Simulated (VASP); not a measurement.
# TaN (P6_3/mmc) in VASP: notebook

TaN is run at these levels: LDA+U; tasks: single point.

Program: VASP 6.6.1. These are calculated values, not measurements. Logs are shortened: lines on timing, memory, paths and dates and some standing lists are left out, and cuts for length are marked.

## (1) The cell of the first run

It takes space group P6_3/mmc (No. 194, hexagonal). Conventional cell: a = 2.860 Å, b = 2.860 Å, c = 5.794 Å, α = 90.00°, β = 90.00°, γ = 120.00°. Ta (site symmetry -3m) has 6 N at 2.20 Å and 8 Ta at 2.86 to 2.90 Å within 2.9 Å. Within 2.9 Å of N (site symmetry -6m2) lie 6 Ta at 2.20 Å and 6 N at 2.86 Å.

## (2) Single point, LDA+U

Input file INCAR:

```
SYSTEM = TaN
PREC = Accurate
ENCUT = 520
EDIFF = 1E-6
ISMEAR = -1
SIGMA = 0.15
LREAL = .False.
LASPH = .True.
NELM = 150
ALGO = Normal
ISIF = 2
LWAVE = .False.
LCHARG = .False.
LMAXMIX = 4
LDAU = .True.
LDAUTYPE = 2
LDAUL = 2 -1
LDAUU = 2 0
LDAUJ = 0 0
LDAUPRINT = 1
NBANDS = 24
```

Input file KPOINTS:

```
regular mesh
0
Gamma
  18 18 8
  0 0 0
```

Input file POSCAR:

```
TaN
1.0
    2.8604882294      0.0000000000      0.0000000000
   -1.4302441147      2.4772554738      0.0000000000
    0.0000000000      0.0000000000      5.7943207800
Ta N
2 2
Direct
    0.0000000000      0.0000000000      0.0000000000
    0.0000000000      0.0000000000      0.5000000000
    0.3333333333      0.6666666667      0.2500000000
    0.6666666667      0.3333333333      0.7500000000
```

Potentials or basis: VASP PAW LDA potentials, release 64 (Ta_pv, N).

Command:

```bash
> cat potpaw_LDA.64/Ta_pv/POTCAR potpaw_LDA.64/N/POTCAR > POTCAR
> mpirun -np 1 vasp_std > vasp.out
```

OUTCAR:

```text
SYSTEM = TaN
   PREC = Accurate
   ENCUT = 520
   EDIFF = 1E-6
   ISMEAR = -1
   LREAL = .False.
   LASPH = .True.
   NELM = 150
   ISIF = 2

 ion  position               nearest neighbor table
   1  0.000  0.000  0.000-   3 2.20   4 2.20   3 2.20   4 2.20   4 2.20   3 2.20   2 2.90   2 2.90

   2  0.000  0.000  0.500-   3 2.20   4 2.20   3 2.20   4 2.20   4 2.20   3 2.20   1 2.90   1 2.90

   3  0.333  0.667  0.250-   1 2.20   2 2.20   1 2.20   2 2.20   1 2.20   2 2.20
   4  0.667  0.333  0.750-   1 2.20   2 2.20   1 2.20   2 2.20   1 2.20   2 2.20

  LATTYP: Found a hexagonal cell.
 ALAT       =     2.8604882294
 C/A-ratio  =     2.0256404905

  Lattice vectors:

 A1 = (   2.8604882294,   0.0000000000,   0.0000000000)
 A2 = (  -1.4302441147,   2.4772554738,   0.0000000000)
 A3 = (   0.0000000000,   0.0000000000,   5.7943207800)

Analysis of symmetry for initial positions (statically):
=====================================================================
 Subroutine PRICEL returns:
 Original cell was already a primitive cell.

 Routine SETGRP: Setting up the symmetry group for a
 hexagonal supercell.

 Subroutine GETGRP returns: Found 24 space group operations
 (whereof 12 operations were pure point group operations)
 out of a pool of 24 trial point group operations.

The static configuration has the point symmetry D_3d.
 The point group associated with its full space group is D_6h.

Analysis of symmetry for dynamics (positions and initial velocities):
=====================================================================
 Subroutine PRICEL returns:
 Original cell was already a primitive cell.

 Routine SETGRP: Setting up the symmetry group for a
 hexagonal supercell.

 Subroutine GETGRP returns: Found 24 space group operations
 (whereof 12 operations were pure point group operations)
 out of a pool of 24 trial point group operations.

The dynamic configuration has the point symmetry D_3d.
 The point group associated with its full space group is D_6h.

 Subroutine INISYM returns: Found 24 space group operations
 (whereof 12 operations are pure point group operations),
 and found     1 'primitive' translations

----------------------------------------------------------------------------------------

                                     Primitive cell

  volume of cell :      41.0595

  direct lattice vectors                    reciprocal lattice vectors
     2.860488229  0.000000000  0.000000000     0.349590671  0.201836268  0.000000000
    -1.430244115  2.477255474  0.000000000     0.000000000  0.403672536  0.000000000
     0.000000000  0.000000000  5.794320780     0.000000000  0.000000000  0.172582782

  length of vectors
     2.860488229  2.860488229  5.794320780     0.403672536  0.403672536  0.172582782

  position of ions in fractional coordinates (direct lattice)
     0.000000000  0.000000000  0.000000000
     0.000000000  0.000000000  0.500000000
     0.333333333  0.666666667  0.250000000
     0.666666667  0.333333333  0.750000000

  ion indices of the primitive-cell ions
   primitive index   ion index
[... 97 lines left out ...]
  volume/ion in A,a.u.               =      10.26        69.27
  Fermi-wavevector in a.u.,A,eV,Ry     =   1.506562  2.846989 30.881536  2.269729
  Thomas-Fermi vector in A             =   2.617263
   LORBIT       =      0    0 simple, 1 ext, 2 COOP (PROOUT), +10 PAW based schemes
 LDA+U is selected, type is set to LDAUTYPE =  2
   angular momentum for each species LDAUL =     2   -1
   U (eV)           for each species LDAUU =   2.0  0.0
   J (eV)           for each species LDAUJ =   0.0  0.0
   GGA     = CA    functional components
   LHFCALC =     F    Hartree Fock is set to
   AEXX    =    0.0000 exact exchange contribution
   IVDW    =     0    specifies the selected vdW correction
   LEPSILON=     F    determine dielectric tensor
   LRPA    =     F    only Hartree local field effects (RPA)
 non-spin polarized calculation
  energy-cutoff  :      520.00
  volume of cell :       41.06
 maximum number of plane-waves:      1126
 NGX is ok and might be reduce to    24
   NGX = 11   NGY = 11   NGZ = 21

atom =   1  type =  1  l = 2

 onsite density matrix

spin component  1

  0.2668  0.0000  0.0000  0.0252 -0.0000
  0.0000  0.2334 -0.0000  0.0000  0.0252
  0.0000 -0.0000  0.2827 -0.0000 -0.0000
  0.0252  0.0000 -0.0000  0.2334  0.0000
 -0.0000  0.0252 -0.0000  0.0000  0.2668

spin component  2

  0.2668  0.0000  0.0000  0.0252 -0.0000
  0.0000  0.2334 -0.0000  0.0000  0.0252
  0.0000 -0.0000  0.2827 -0.0000 -0.0000
  0.0252  0.0000 -0.0000  0.2334  0.0000
 -0.0000  0.0252 -0.0000  0.0000  0.2668

 occupancies and eigenvectors

  o =  0.2198  v = -0.0000  0.8812 -0.0000  0.0000 -0.4728  0.0000  0.0000  0.0000  0.0000  0.0000      0.0000  0.0000  0.0000  0.0000  0.0000  0.0000  0.0000  0.0000  0.0000  0.0000
  o =  0.2198  v =  0.0000  0.0000  0.0000  0.0000  0.0000 -0.0000  0.8812 -0.0000  0.0000 -0.4728      0.0000  0.0000  0.0000  0.0000  0.0000  0.0000  0.0000  0.0000  0.0000  0.0000
  o =  0.2198  v =  0.0000  0.0000  0.0000  0.0000  0.0000  0.4728  0.0000 -0.0000 -0.8812 -0.0000      0.0000  0.0000  0.0000  0.0000  0.0000  0.0000  0.0000  0.0000  0.0000  0.0000
  o =  0.2198  v =  0.4728  0.0000 -0.0000 -0.8812 -0.0000  0.0000  0.0000  0.0000  0.0000  0.0000      0.0000  0.0000  0.0000  0.0000  0.0000  0.0000  0.0000  0.0000  0.0000  0.0000
  o =  0.2803  v = -0.0000 -0.4728 -0.0000 -0.0000 -0.8812  0.0000  0.0000  0.0000  0.0000  0.0000      0.0000  0.0000  0.0000  0.0000  0.0000  0.0000  0.0000  0.0000  0.0000  0.0000
  o =  0.2803  v =  0.0000  0.0000  0.0000  0.0000  0.0000 -0.0000 -0.4728 -0.0000 -0.0000 -0.8812      0.0000  0.0000  0.0000  0.0000  0.0000  0.0000  0.0000  0.0000  0.0000  0.0000
  o =  0.2803  v =  0.8812 -0.0000 -0.0000  0.4728 -0.0000  0.0000  0.0000  0.0000  0.0000  0.0000      0.0000  0.0000  0.0000  0.0000  0.0000  0.0000  0.0000  0.0000  0.0000  0.0000
  o =  0.2803  v =  0.0000  0.0000  0.0000  0.0000  0.0000  0.8812 -0.0000 -0.0000  0.4728 -0.0000      0.0000  0.0000  0.0000  0.0000  0.0000  0.0000  0.0000  0.0000  0.0000  0.0000
  o =  0.2827  v =  0.0000  0.0000  0.0000  0.0000  0.0000  0.0000 -0.0000  1.0000  0.0000 -0.0000      0.0000  0.0000  0.0000  0.0000  0.0000  0.0000  0.0000  0.0000  0.0000  0.0000
  o =  0.2827  v =  0.0000 -0.0000  1.0000  0.0000 -0.0000  0.0000  0.0000  0.0000  0.0000  0.0000      0.0000  0.0000  0.0000  0.0000  0.0000  0.0000  0.0000  0.0000  0.0000  0.0000

atom =   2  type =  1  l = 2

 onsite density matrix

spin component  1

  0.2668 -0.0000  0.0000 -0.0252 -0.0000
 -0.0000  0.2334  0.0000  0.0000 -0.0252
  0.0000  0.0000  0.2827  0.0000 -0.0000
 -0.0252  0.0000  0.0000  0.2334 -0.0000
 -0.0000 -0.0252 -0.0000 -0.0000  0.2668

spin component  2

  0.2668 -0.0000  0.0000 -0.0252 -0.0000
 -0.0000  0.2334  0.0000  0.0000 -0.0252
  0.0000  0.0000  0.2827  0.0000 -0.0000
 -0.0252  0.0000  0.0000  0.2334 -0.0000
 -0.0000 -0.0252 -0.0000 -0.0000  0.2668

 occupancies and eigenvectors

  o =  0.2198  v =  0.0000 -0.8812 -0.0000  0.0000 -0.4728  0.0000  0.0000  0.0000  0.0000  0.0000      0.0000  0.0000  0.0000  0.0000  0.0000  0.0000  0.0000  0.0000  0.0000  0.0000
  o =  0.2198  v =  0.0000  0.0000  0.0000  0.0000  0.0000  0.0000 -0.8812 -0.0000  0.0000 -0.4728      0.0000  0.0000  0.0000  0.0000  0.0000  0.0000  0.0000  0.0000  0.0000  0.0000
  o =  0.2198  v =  0.0000  0.0000  0.0000  0.0000  0.0000 -0.4728 -0.0000 -0.0000 -0.8812 -0.0000      0.0000  0.0000  0.0000  0.0000  0.0000  0.0000  0.0000  0.0000  0.0000  0.0000
  o =  0.2198  v = -0.4728 -0.0000 -0.0000 -0.8812 -0.0000  0.0000  0.0000  0.0000  0.0000  0.0000      0.0000  0.0000  0.0000  0.0000  0.0000  0.0000  0.0000  0.0000  0.0000  0.0000
  o =  0.2803  v =  0.0000  0.4728 -0.0000 -0.0000 -0.8812  0.0000  0.0000  0.0000  0.0000  0.0000      0.0000  0.0000  0.0000  0.0000  0.0000  0.0000  0.0000  0.0000  0.0000  0.0000
  o =  0.2803  v =  0.0000  0.0000  0.0000  0.0000  0.0000  0.0000  0.4728 -0.0000 -0.0000 -0.8812      0.0000  0.0000  0.0000  0.0000  0.0000  0.0000  0.0000  0.0000  0.0000  0.0000
  o =  0.2803  v =  0.8812 -0.0000  0.0000 -0.4728  0.0000  0.0000  0.0000  0.0000  0.0000  0.0000      0.0000  0.0000  0.0000  0.0000  0.0000  0.0000  0.0000  0.0000  0.0000  0.0000
  o =  0.2803  v =  0.0000  0.0000  0.0000  0.0000  0.0000  0.8812 -0.0000  0.0000 -0.4728  0.0000      0.0000  0.0000  0.0000  0.0000  0.0000  0.0000  0.0000  0.0000  0.0000  0.0000
  o =  0.2827  v =  0.0000  0.0000  0.0000  0.0000  0.0000 -0.0000 -0.0000 -1.0000  0.0000  0.0000      0.0000  0.0000  0.0000  0.0000  0.0000  0.0000  0.0000  0.0000  0.0000  0.0000
  o =  0.2827  v = -0.0000 -0.0000 -1.0000  0.0000  0.0000  0.0000  0.0000  0.0000  0.0000  0.0000      0.0000  0.0000  0.0000  0.0000  0.0000  0.0000  0.0000  0.0000  0.0000  0.0000

 number of electron      31.9999998 magnetization

 Free energy of the ion-electron system (eV)
  ---------------------------------------------------
  ext. energy  EPLUGINS =         0.00000000
  ---------------------------------------------------
  free energy    TOTEN  =       -44.81236199 eV

  energy without entropy =      -44.73952223  energy(sigma->0) =      -44.77594211

 E-fermi :   8.8903     XC(G=0): -13.8505

 val. band max:        8.8887788690   @ k =   0.0556   0.0556   0.1250
 cond. band min:       8.8932764597   @ k =   0.0556   0.0000   0.1250
 fundamental gap:      0.0044975907
 Fermi energy:         8.8903225077

 k-point     1 :       0.0000    0.0000    0.0000
  band No.  band energies     occupation
      1     -26.9444      2.00000
      2     -26.0025      2.00000
      3     -25.7079      2.00000
      4     -25.7079      2.00000
      5     -25.6301      2.00000
      6     -25.6301      2.00000
[... 637 lines left out ...]
     23      16.0598      0.00000
     24      17.0970      0.00000

 [... further k-points ...]
[... 5 lines left out ...]
  --------------------------------------------------------------------------------------
  -------------------------------------------------------------------------------------
  Total        3.4441647      3.4441647      3.8058180      0.0000000      0.0000000      0.0000000
  in kB      134.3943453    134.3943453    148.5063750      0.0000000      0.0000000      0.0000000
  external PRESSURE =     139.0983552 kB  Pullay stress =       0.0000000 kB

 VOLUME and BASIS-vectors are now :
 -----------------------------------------------------------------------------
  energy-cutoff  :      520.00
  volume of cell :       41.06
      direct lattice vectors                 reciprocal lattice vectors
     2.860488229  0.000000000  0.000000000     0.349590671  0.201836268  0.000000000
    -1.430244115  2.477255474  0.000000000     0.000000000  0.403672536  0.000000000
     0.000000000  0.000000000  5.794320780     0.000000000  0.000000000  0.172582782

 POSITION                                       TOTAL-FORCE (eV/Angst)
 -----------------------------------------------------------------------------------
      0.00000      0.00000      0.00000        -0.000000      0.000000     -0.000000
      0.00000      0.00000      2.89716        -0.000000      0.000000     -0.000000
     -0.00000      1.65150      1.44858         0.000000      0.000000     -0.000000
      1.43024      0.82575      4.34574        -0.000000     -0.000000      0.000000
 -----------------------------------------------------------------------------------
    total drift:                               -0.000000      0.000000      0.000000

  FREE ENERGIE OF THE ION-ELECTRON SYSTEM (eV)
  ---------------------------------------------------
  free  energy   TOTEN  =       -44.8123619901 eV

  energy  without entropy=      -44.7395222341  energy(sigma->0) =      -44.77594211
```

It took 56 s on 1 thread of Intel Xeon 6975P-C (Granite Rapids), shared host; peak memory 0.27 GiB.

What came out:

- Free energy: -44.8124 eV
- Pressure: 13.9 GPa
- Band gap on the k mesh: zero (band 16 reaches 9.47 eV, above the bottom of band 17 at 8.39 eV)

Stress tensor (GPa, compression positive):
```
13.44  0.00  0.00
 0.00 13.44  0.00
 0.00  0.00 14.85
```

Levels at points of the mesh, in eV from the Fermi level:
| k point | band 12 | band 13 | band 14 | band 15 | band 16 | band 17 | band 18 | band 19 | band 20 | band 21 |
| --- | --- | --- | --- | --- | --- | --- | --- | --- | --- | --- |
| (0.00, 0.00, 0.00) | -4.57 | -3.68 | -2.13 | -2.13 | -0.22 | -0.22 | 0.60 | 0.60 | 2.54 | 3.77 |
| (0.50, 0.00, 0.00) | -5.64 | -4.25 | -4.00 | -2.95 | -2.29 | 3.16 | 4.50 | 5.27 | 5.76 | 5.97 |
| (0.00, 0.00, 0.50) | -4.08 | -4.08 | -4.08 | -0.74 | -0.74 | 1.07 | 1.07 | 1.07 | 1.07 | 4.68 |
| (0.50, 0.00, 0.50) | -6.12 | -4.59 | -4.59 | -2.34 | -2.34 | 4.18 | 4.18 | 5.20 | 5.20 | 6.19 |

Eigenvalues of the final occupation matrices:
| site | spin | trace | eigenvalues |
| --- | --- | --- | --- |
| site 1 d | 1 | 1.28 | 0.22 0.22 0.28 0.28 0.28 |
| site 1 d | 2 | 1.28 | 0.22 0.22 0.28 0.28 0.28 |
| site 2 d | 1 | 1.28 | 0.22 0.22 0.28 0.28 0.28 |
| site 2 d | 2 | 1.28 | 0.22 0.22 0.28 0.28 0.28 |

Caveat: spin-orbit coupling is left out, which moves the levels of the heavy elements; U without spin polarisation on a metal has little footing.

## (3) Single point, LDA+U

Edit INCAR of step 2 so:

```diff
@@ -2,3 +2,3 @@
 PREC = Accurate
-ENCUT = 520
+ENCUT = 600
 EDIFF = 1E-6
@@ -8,3 +8,3 @@
 LASPH = .True.
-NELM = 150
+NELM = 200
 ALGO = Normal
@@ -20,2 +20,3 @@
 LDAUPRINT = 1
-NBANDS = 24
+NBANDS = 26
+GGA_COMPAT = .False.
```

KPOINTS is that of step 2.

POSCAR is that of step 2.

Potentials or basis: VASP PAW LDA potentials, release 64 (Ta_sv_GW, N).

Command:

```bash
> cat potpaw_LDA.64/Ta_sv_GW/POTCAR potpaw_LDA.64/N/POTCAR > POTCAR
> mpirun -np 1 vasp_std > vasp.out
```

It took 3.9 min on 1 thread of AMD EPYC 7R13 (Zen 3), shared host; peak memory 0.3 GiB.

Results (log left out):

```yaml
Free_energy: -49.8862 eV
Pressure: 13.3 GPa
Band_gap_on_the_k_mesh: zero (band 18 reaches 13.70 eV, above the bottom of band 19 at 12.63 eV)
```

Stress tensor (GPa, compression positive):
```
12.82  0.00  0.00
 0.00 12.82  0.00
 0.00  0.00 14.27
```

Levels at points of the mesh, in eV from the Fermi level:
| k point | band 14 | band 15 | band 16 | band 17 | band 18 | band 19 | band 20 | band 21 | band 22 | band 23 |
| --- | --- | --- | --- | --- | --- | --- | --- | --- | --- | --- |
| (0.00, 0.00, 0.00) | -4.57 | -3.68 | -2.14 | -2.14 | -0.22 | -0.22 | 0.60 | 0.60 | 2.53 | 3.74 |
| (0.50, 0.00, 0.00) | -5.64 | -4.25 | -3.99 | -2.96 | -2.29 | 3.17 | 4.49 | 5.28 | 5.76 | 5.98 |
| (0.00, 0.00, 0.50) | -4.08 | -4.08 | -4.08 | -0.75 | -0.75 | 1.07 | 1.07 | 1.07 | 1.07 | 4.67 |
| (0.50, 0.00, 0.50) | -6.12 | -4.59 | -4.59 | -2.34 | -2.34 | 4.17 | 4.17 | 5.20 | 5.20 | 6.20 |

Eigenvalues of the final occupation matrices:
```tsv
site	spin	trace	eigenvalues
site 1 d	1	1.26	0.21 0.21 0.28 0.28 0.28
site 1 d	2	1.26	0.21 0.21 0.28 0.28 0.28
site 2 d	1	1.26	0.21 0.21 0.28 0.28 0.28
site 2 d	2	1.26	0.21 0.21 0.28 0.28 0.28
```

Caveat: spin-orbit coupling is left out, which moves the levels of the heavy elements; U without spin polarisation on a metal has little footing.
